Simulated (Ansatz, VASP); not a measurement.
## Ge: VASP beside Ansatz

```
Ge
1.0
    -2.51436    2.51436    1.37454
     2.51436   -2.51436    1.37454
     2.51436    2.51436   -1.37454
Ge
2
Direct
  0.62500 0.87500 0.75000
  0.37500 0.12500 0.25000
```

Change from the starting cell: volume scaled by 0.9, PAW files.

Alike in both runs: task single point; functional PBE; k mesh 17 × 17 × 17; occupations fermi-dirac, width 0.1 eV; no spin polarisation.

|  | VASP | Ansatz |
| --- | --- | --- |
| version | VASP 6.6.1 | Ansatz 0.2.0 |
| potentials or method | VASP PAW PBE potentials, release 64 (Ge_d) | PAW with Ansatz's default frozen-core files, scalar-relativistic |
| plane-wave cutoff (eV) | 520 | 420 |
| valence electrons in the cell | 28 | 28 |

```csv
,VASP,Ansatz,Ansatz less VASP
pressure (GPa),9.0,9.1,+0.13
```
